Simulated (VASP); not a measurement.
Cs2ZnAs2:

```
Cs Zn As
1.0
     4.80569    0.00000    0.00000
    -2.40285    4.16185    0.00000
     0.00000    0.00000    8.15912
Cs Zn As
2 1 2
Direct
  0.33333 0.66667 0.62000
  0.66667 0.33333 0.38000
  0.00000 0.00000 0.00000
  0.33333 0.66667 0.26000
  0.66667 0.33333 0.74000
```

| Item | Value |
| --- | --- |
| Program | VASP 6.6.1 |
| Task | relaxation of cell and atoms |
| Functional | PBE |
| Potentials or basis | VASP PAW PBE potentials, release 64 (Cs_sv, Zn, As) |
| Cutoff | 600 eV |
| k mesh | 6 × 6 × 2 |
| Occupations | gaussian, width 0.1 eV |
| Spin | no spin polarisation |

At the start: pressure 8.9 GPa; volume 32.64 Å³/atom.

Q: How do energy, volume and symmetry change on relaxing?

A: Over 50 steps the energy falls by 1164.6 meV/atom and the volume is 44.08 Å³/atom (+35.1 %); space group P-3m1 (No. 164, to 0.1 Å) before and after.

The path:
```tsv
step	energy change (eV)	largest force (eV/Å)	pressure (GPa)	volume (Å³)
1	0.0000	3.4715	8.88	163.19
3	-2.1595	1.1182	-0.40	222.48
5	-2.2084	0.8444	-1.08	237.22
7	-2.4137	0.9744	-1.08	227.59
9	-3.8920	1.2267	1.73	162.28
11	-4.1075	0.7663	1.74	162.78
13	-4.7914	0.6004	-1.54	188.63
15	-4.9346	0.5091	-2.86	206.70
17	-5.1852	0.4459	-2.36	196.04
19	-5.2222	0.7426	1.89	178.59
21	-5.4578	0.4498	-0.73	180.69
23	-5.4961	0.2495	0.36	172.28
25	-5.5517	0.1699	0.31	173.67
27	-5.5740	0.2223	-0.01	177.57
29	-5.6102	0.2901	-0.59	187.76
31	-5.6636	0.1697	0.68	189.15
33	-5.7254	0.2054	0.71	200.65
35	-5.7968	0.0721	-0.12	231.32
37	-5.8095	0.0077	-0.03	229.09
39	-5.8149	0.0558	-0.02	227.40
41	-5.8158	0.0461	-0.07	227.31
43	-5.8179	0.0425	-0.01	225.19
45	-5.8196	0.0599	0.15	221.95
47	-5.8210	0.0553	0.13	221.41
49	-5.8221	0.0437	0.05	220.20
50	-5.8230	0.0213	-0.01	220.39
```

Final structure:
```
Cs Zn As
1.0
     4.72136    0.00000    0.00000
    -2.36068    4.08882    0.00000
     0.00000    0.00000   11.41619
Cs Zn As
2 1 2
Direct
  0.33333 0.66667 0.72886
  0.66667 0.33333 0.27114
  0.00000 0.00000 0.00000
  0.33333 0.66667 0.04167
  0.66667 0.33333 0.95833
```

Caveat: the k points lie up to 0.28 Å⁻¹ apart in the final cell, too coarse for converged energies and pressures of a metal; the volume moved by over 15 % at a fixed basis, so the end points are rough.
